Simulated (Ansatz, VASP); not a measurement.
**One calculation of Zr2NbTe4, two programs**

```
Zr Nb Te
1.0
     3.77558    0.00000    0.00000
    -1.88779    3.26975    0.00000
     0.00000    0.00000   14.72849
Zr Nb Te
2 1 4
Cartesian
  0.0000 0.0000 10.9093
  0.0000 0.0000 3.8192
  0.0000 0.0000 0.0000
  0.0000 2.1798 9.0246
  1.8878 1.0899 5.7039
  1.8878 1.0899 12.9071
  0.0000 2.1798 1.8214
```

Alike in both runs: task single point; functional PBE; k mesh 6 × 6 × 2; occupations gaussian, width 0.1 eV; no spin polarisation.

|  | VASP | Ansatz |
| --- | --- | --- |
| version | VASP 6.6.1 | Ansatz 0.2.0 |
| potentials or method | VASP PAW PBE potentials, release 64 (Zr_sv, Nb_sv, Te), cutoff 500 eV | scalar-relativistic, plane waves, PAW |
| valence electrons in the cell | 61 | 101 |

VASP gave:

| Property | Result |
| --- | --- |
| gap on the k mesh at the Fermi level (eV) | none |
| pressure (GPa) | 0.0 |
| rms of the force components (eV/Å) | 0.015 |

**Question.** What did Ansatz give for the same quantities?

**Answer.** gap on the k mesh at the Fermi level (eV): none; pressure (GPa): 0.0; rms of the force components (eV/Å): 0.022.

Atom by atom the forces differ by 0.008 eV/Å (rms over components). A gap of «none» marks a metal or a gap that the smearing closes. VASP's potentials hold 61 valence electrons a cell and Ansatz's 101, so a difference there can come from the potentials and not from the codes.

Neither program's run includes spin-orbit coupling.
